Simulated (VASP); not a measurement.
## Mg3Sb2: single point with r2SCAN

The system is Mg3Sb2.

```
Mg Sb
1.0
     2.28375    3.95557    0.00000
    -2.28375    3.95557    0.00000
     0.00000    0.00000    7.24334
Mg Sb
3 2
Direct
  0.00000 0.00000 0.00000
  0.33333 0.33333 0.63385
  0.66667 0.66667 0.36615
  0.33333 0.33333 0.22875
  0.66667 0.66667 0.77125
```

| Property | Result |
| --- | --- |
| Program | VASP 6.6.1 |
| Task | single point |
| Functional | r2SCAN |
| Potentials or basis | VASP PAW PBE potentials, release 64 (Mg, Sb) |
| Cutoff | 660 eV |
| k mesh | 7 × 7 × 4 |
| Occupations | fermi-dirac, width 0.1 eV |
| Spin | no spin polarisation |

```
Pressure               : 0.0 GPa
Largest force          : 0.017 eV/Å
Band gap on the k mesh : 0.65 eV (least direct gap 1.77 eV)
```

Forces on the atoms (eV/Å):
```
Mg   0.000  0.000  0.000
Mg   0.000  0.000 -0.011
Mg   0.000  0.000  0.011
Sb   0.000  0.000 -0.017
Sb   0.000  0.000  0.017
```

Levels at points of the mesh, in eV from the valence-band top:
```csv
k point,band 6,band 7,band 8,band 9,band 10,band 11
"(0.00, 0.00, 0.00)",-0.42,-0.42,0.00,1.77,1.79,3.42
"(0.00, 0.00, 0.50)",-0.84,-0.76,-0.76,2.29,2.47,3.07
```

Run time: 4.9 min on 1 thread of AMD EPYC 7R43 64-Core Processor (Zen 3) (shared host), peak memory 0.35 GiB.

Caveat: the PAW data sets were made with another functional, which shifts forces and pressure a little; spin-orbit coupling is left out, which moves the levels of the heavy elements; an odd mesh through Γ misses points on the zone boundary, where band edges can lie.
